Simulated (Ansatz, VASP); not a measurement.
# One calculation of Ti, two programs

```xyz
2
Lattice="2.8629 0.0000 0.0000 -1.4315 2.4794 0.0000 0.0000 0.0000 4.5343" Properties=species:S:1:pos:R:3 pbc="T T T"
Ti    0.0000    1.6529    3.4007
Ti    1.4315    0.8265    1.1336
```

Alike in both runs: task relaxation of cell and atoms; functional LDA; k mesh 16 × 16 × 10; occupations gaussian, width 0.05 eV; no spin polarisation.

|  | VASP | Ansatz |
| --- | --- | --- |
| version | VASP 6.6.1 | Ansatz 0.2.0 |
| potentials or method | VASP PAW LDA potentials, release 64 (Ti_sv), cutoff 500 eV | scalar-relativistic, plane waves, PAW |
| valence electrons in the cell | 24 | 24 |

Ansatz gave:

```
relaxed volume (Å³/atom)                                        : 16.09
relaxed length of the cell vector where the two differ most in proportion (Å) : 4.534
```

**Question.** Which values does VASP return?

**Answer.** Relaxed volume (Å³/atom): 16.06; relaxed length of the cell vector where the two differ most in proportion (Å): 4.532.

LDA's correlation is that of Perdew and Zunger in VASP and of Perdew and Wang (1992) in Ansatz.
